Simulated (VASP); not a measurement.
# Co (Pm-3m) in VASP: a series of runs

Runs on Co. Level: LDA. Tasks: single point.

Everything below comes from runs of VASP 6.6.1. Logs are shortened: lines on timing, memory, paths and dates and some standing lists are left out, and cuts for length are marked.

## (1) The cell of the first run

Symmetry: Pm-3m, No. 221, cubic system. Conventional cell: a = 2.314 Å, b = 2.314 Å, c = 2.314 Å, α = 90.00°, β = 90.00°, γ = 90.00°. Co (site symmetry m-3m) has 6 Co at 2.31 Å within 3.1 Å.

This isn't the form of Co at room conditions, which is hcp.

## (2) Single point, LDA, collinear spin, ferromagnetic start (12.39 Å³/atom)

INCAR reads:

```
SYSTEM = Co
ALGO = Normal
EDIFF = 1E-6
ENCUT = 690
GGA = CA
GGA_COMPAT = .FALSE.
ISIF = 2
ISMEAR = -1
ISPIN = 2
LASPH = .TRUE.
LCHARG = .FALSE.
LMAXMIX = 4
LORBIT = 11
LREAL = .FALSE.
LWAVE = .FALSE.
MAGMOM = 1.546
NBANDS = 18
NELM = 200
PREC = Accurate
SIGMA = 0.05
```

KPOINTS reads:

```
k-points
0
G
  16 16 16
  0 0 0
```

POSCAR reads:

```
Co
1.0
    2.3136768364      0.0000000000      0.0000000000
    0.0000000000      2.3136768364      0.0000000000
    0.0000000000      0.0000000000      2.3136768364
Co
1
Direct
    0.0000000000      0.0000000000      0.0000000000
```

Potentials or basis: VASP PAW LDA potentials, release 64 (Co_sv).

The run is started by

```sh
$ cat potpaw_LDA.64/Co_sv/POTCAR > POTCAR
$ mpirun -np 1 vasp_std > vasp.out
```

OUTCAR:

```text
SYSTEM = Co
   EDIFF = 1E-6
   ENCUT = 690
   GGA = CA
   ISIF = 2
   ISMEAR = -1
   ISPIN = 2
   LASPH = .TRUE.
   LORBIT = 11
   LREAL = .FALSE.
   NELM = 200
   PREC = Accurate

 ion  position               nearest neighbor table
   1  0.000  0.000  0.000-

  LATTYP: Found a simple cubic cell.
 ALAT       =     2.3136768364

  Lattice vectors:

 A1 = (   2.3136768364,   0.0000000000,   0.0000000000)
 A2 = (   0.0000000000,   2.3136768364,   0.0000000000)
 A3 = (   0.0000000000,   0.0000000000,   2.3136768364)

Analysis of symmetry for initial positions (statically):
=====================================================================
 Subroutine PRICEL returns:
 Original cell was already a primitive cell.

 Routine SETGRP: Setting up the symmetry group for a
 simple cubic supercell.

 Subroutine GETGRP returns: Found 48 space group operations
 (whereof 48 operations were pure point group operations)
 out of a pool of 48 trial point group operations.

The static configuration has the point symmetry O_h .

Analysis of symmetry for dynamics (positions and initial velocities):
=====================================================================
 Subroutine PRICEL returns:
 Original cell was already a primitive cell.

 Routine SETGRP: Setting up the symmetry group for a
 simple cubic supercell.

 Subroutine GETGRP returns: Found 48 space group operations
 (whereof 48 operations were pure point group operations)
 out of a pool of 48 trial point group operations.

The dynamic configuration has the point symmetry O_h .

Analysis of structural, dynamic, and magnetic symmetry:
=====================================================================
 Subroutine PRICEL returns:
 Original cell was already a primitive cell.

 Routine SETGRP: Setting up the symmetry group for a
 simple cubic supercell.

 Subroutine GETGRP returns: Found 48 space group operations
 (whereof 48 operations were pure point group operations)
 out of a pool of 48 trial point group operations.

The overall configuration has the point symmetry O_h .

 Subroutine INISYM returns: Found 48 space group operations
 (whereof 48 operations are pure point group operations),
 and found     1 'primitive' translations

----------------------------------------------------------------------------------------

                                     Primitive cell

  volume of cell :      12.3853

  direct lattice vectors                    reciprocal lattice vectors
     2.313676836  0.000000000  0.000000000     0.432212479  0.000000000  0.000000000
     0.000000000  2.313676836  0.000000000     0.000000000  0.432212479  0.000000000
     0.000000000  0.000000000  2.313676836     0.000000000  0.000000000  0.432212479

  length of vectors
     2.313676836  2.313676836  2.313676836     0.432212479  0.432212479  0.432212479

  position of ions in fractional coordinates (direct lattice)
     0.000000000  0.000000000  0.000000000

  ion indices of the primitive-cell ions
   primitive index   ion index
                 1           1

----------------------------------------------------------------------------------------

 KPOINTS: k-points

Automatic generation of k-mesh.
 Grid dimensions read from file:
 generate k-points for:   16   16   16

 Generating k-lattice:

  Cartesian coordinates                     Fractional coordinates (reciprocal lattice)
     0.027013280  0.000000000  0.000000000     0.062500000  0.000000000  0.000000000
     0.000000000  0.027013280  0.000000000     0.000000000  0.062500000  0.000000000
     0.000000000  0.000000000  0.027013280     0.000000000  0.000000000  0.062500000

  Length of vectors
     0.027013280  0.027013280  0.027013280

  Shift w.r.t. Gamma in fractional coordinates (k-lattice)
     0.000000000  0.000000000  0.000000000

 Subroutine IBZKPT returns following result:
 ===========================================

 Found    165 irreducible k-points:

 Following reciprocal coordinates:
            Coordinates               Weight
  0.000000  0.000000  0.000000      1.000000
  0.062500  0.000000  0.000000      6.000000
  0.125000  0.000000  0.000000      6.000000
  0.187500  0.000000  0.000000      6.000000
  0.250000  0.000000  0.000000      6.000000
  0.312500  0.000000  0.000000      6.000000
[... 16 lines left out ...]
  0.437500  0.125000  0.000000     24.000000
  0.500000  0.125000  0.000000     12.000000
 [... further k-points ...]
   k-points           NKPTS =    165   k-points in BZ     NKDIM =    165   number of bands    NBANDS=     18
   number of dos      NEDOS =    301   number of ions     NIONS =      1
   total plane-waves  NPLWV =   8000
   dimension x,y,z NGX =    20 NGY =   20 NGZ =   20
   dimension x,y,z NGXF=    40 NGYF=   40 NGZF=   40
   ions per type =               1
   NGX,Y,Z   is equivalent  to a cutoff of  14.37, 14.37, 14.37 a.u.
   NGXF,Y,Z  is equivalent  to a cutoff of  28.74, 28.74, 28.74 a.u.
 SYSTEM =  Co
   PREC   = accura    normal or accurate (medium, high low for compatibility)
   ISTART =      0    job   : 0-new  1-cont  2-samecut
   ICHARG =      2    charge: 1-file 2-atom 10-const
   ISPIN  =      2    spin polarized calculation?
   LNONCOLLINEAR =      F non collinear calculations
   LSORBIT =      F    spin-orbit coupling
   LASPH  =      T    aspherical Exc in radial PAW
   ENCUT  =  690.0 eV  50.71 Ry    7.12 a.u.   4.96  4.96  4.96*2*pi/ulx,y,z
   NELM   =    200;   NELMIN=  2; NELMDL= -5     # of ELM steps
   EDIFF  = 0.1E-05   stopping-criterion for ELM
   LREAL  =      F    real-space projection
[... 7 lines left out ...]
   TEBEG  =    0.0;   TEEND  =   0.0 temperature during run
   PSTRESS=    0.0 pullay stress
   NELECT =      17.0000    total number of electrons
   NUPDOWN=      -1.0000    fix difference up-down
   EMIN   =  10.00;   EMAX   =-10.00  energy-range for DOS
   EFERMI =   0.00;   METHOD = LEGACY
   ISMEAR =    -1;   SIGMA  =   0.05  broadening in eV -4-tet -1-fermi 0-gaus
   EFERMI_NEDOS =   21; number of points for ismear=-14 and -15
   IALGO  =     38    algorithm
   IMIX   =      4    mixing-type and parameters
     AMIX     =   0.40;   BMIX     =  1.00
     AMIX_MAG =   1.60;   BMIX_MAG =  1.00
  volume/ion in A,a.u.               =      12.39        83.58
  Fermi-wavevector in a.u.,A,eV,Ry     =   1.819373  3.438117 45.036897  3.310119
  Thomas-Fermi vector in A             =   2.876172
   LORBIT       =     11    0 simple, 1 ext, 2 COOP (PROOUT), +10 PAW based schemes
   GGA     = CA    functional components
   LHFCALC =     F    Hartree Fock is set to
   AEXX    =    0.0000 exact exchange contribution
   IVDW    =     0    specifies the selected vdW correction
   LEPSILON=     F    determine dielectric tensor
   LRPA    =     F    only Hartree local field effects (RPA)
 spin polarized calculation
  energy-cutoff  :      690.00
  volume of cell :       12.39
 maximum number of plane-waves:       536
 NGX is ok and might be reduce to    20
   NGX =  9   NGY =  9   NGZ =  9

 number of electron      16.9999992 magnetization       1.6450465

 Free energy of the ion-electron system (eV)
  ---------------------------------------------------
  ext. energy  EPLUGINS =         0.00000000
  ---------------------------------------------------
  free energy    TOTEN  =        -7.26724332 eV

  energy without entropy =       -7.25346493  energy(sigma->0) =       -7.26035412

 E-fermi :   9.7657     XC(G=0): -13.3828

 val. band max:        9.7652608795   @ k =   0.2500   0.1875   0.1250
 cond. band min:       9.7687651083   @ k =   0.3125   0.3125   0.3125
 fundamental gap:      0.0035042288
 Fermi energy:         9.7656606543

 spin component 1

 k-point     1 :       0.0000    0.0000    0.0000
  band No.  band energies     occupation
      1     -85.1890      1.00000
      2     -48.8073      1.00000
      3     -48.8073      1.00000
      4     -48.8073      1.00000
      5       1.4262      1.00000
      6       5.5157      1.00000
[... 10 lines left out ...]
     17      50.2428      0.00000
     18      50.2428      0.00000

 k-point     2 :       0.0625    0.0000    0.0000
  band No.  band energies     occupation
      1     -85.1871      1.00000
      2     -48.8216      1.00000
      3     -48.8062      1.00000
      4     -48.8062      1.00000
      5       1.5446      1.00000
      6       5.5335      1.00000
[... 10 lines left out ...]
     17      49.1539      0.00000
     18      49.9556      0.00000
[... 442 lines left out ...]
 k-point    24 :       0.5000    0.1250    0.0000
  band No.  band energies     occupation
      1     -85.1341      1.00000
      2     -49.1683      1.00000
      3     -48.8290      1.00000
      4     -48.7722      1.00000
      5       5.6988      1.00000
      6       6.2880      1.00000
[... 10 lines left out ...]
     17      41.2585      0.00000
     18      43.3965      0.00000

 [... further k-points ...]

 spin component 2

 k-point     1 :       0.0000    0.0000    0.0000
  band No.  band energies     occupation
      1     -83.3649      1.00000
      2     -47.0309      1.00000
      3     -47.0309      1.00000
      4     -47.0309      1.00000
      5       1.6793      1.00000
      6       6.6828      1.00000
[... 10 lines left out ...]
     17      50.5050      0.00000
     18      50.5050      0.00000

 k-point     2 :       0.0625    0.0000    0.0000
  band No.  band energies     occupation
      1     -83.3630      1.00000
      2     -47.0462      1.00000
      3     -47.0297      1.00000
      4     -47.0297      1.00000
      5       1.7980      1.00000
      6       6.7025      1.00000
[... 10 lines left out ...]
     17      49.4218      0.00000
     18      50.2379      0.00000
[... 442 lines left out ...]
 k-point    24 :       0.5000    0.1250    0.0000
  band No.  band energies     occupation
      1     -83.3071      1.00000
      2     -47.4155      1.00000
      3     -47.0539      1.00000
      4     -46.9934      1.00000
      5       6.5346      1.00000
      6       7.4893      1.00000
[... 10 lines left out ...]
     17      41.7822      0.00000
     18      43.6795      0.00000

 [... further k-points ...]
[... 5 lines left out ...]
  --------------------------------------------------------------------------------------
  -------------------------------------------------------------------------------------
  Total       -1.0103312     -1.0103312     -1.0103312     -0.0000000     -0.0000000      0.0000000
  in kB     -130.6971966   -130.6971966   -130.6971966     -0.0000000     -0.0000000      0.0000000
  external PRESSURE =    -130.6971966 kB  Pullay stress =       0.0000000 kB

 VOLUME and BASIS-vectors are now :
 -----------------------------------------------------------------------------
  energy-cutoff  :      690.00
  volume of cell :       12.39
      direct lattice vectors                 reciprocal lattice vectors
     2.313676836  0.000000000  0.000000000     0.432212479  0.000000000  0.000000000
     0.000000000  2.313676836  0.000000000     0.000000000  0.432212479  0.000000000
     0.000000000  0.000000000  2.313676836     0.000000000  0.000000000  0.432212479

 POSITION                                       TOTAL-FORCE (eV/Angst)
 -----------------------------------------------------------------------------------
      0.00000      0.00000      0.00000         0.000000      0.000000      0.000000
 -----------------------------------------------------------------------------------
    total drift:                                0.000000      0.000000      0.000000

  FREE ENERGIE OF THE ION-ELECTRON SYSTEM (eV)
  ---------------------------------------------------
  free  energy   TOTEN  =        -7.2672433186 eV

  energy  without entropy=       -7.2534649306  energy(sigma->0) =       -7.26035412

 total charge

# of ion       s       p       d       tot
------------------------------------------
    1        2.261   6.087   6.754  15.103

 magnetization (x)

# of ion       s       p       d       tot
------------------------------------------
    1        0.006   0.003   1.612   1.621
```

Run time: 34 s. Hardware: 1 thread of Intel Xeon 6975P-C (Granite Rapids), shared host; peak memory 0.18 GiB.

What came out:

```
Free energy                                           : -7.2672 eV
Pressure                                              : -13.1 GPa
Net moment                                            : 1.65 μB per cell
Site moments                                          : Co +1.62 μB
Valence electrons inside the program's atomic spheres : Co 15.10
```

Caveat: the cell stands under tension.

(Continued in part 2 of 2.)
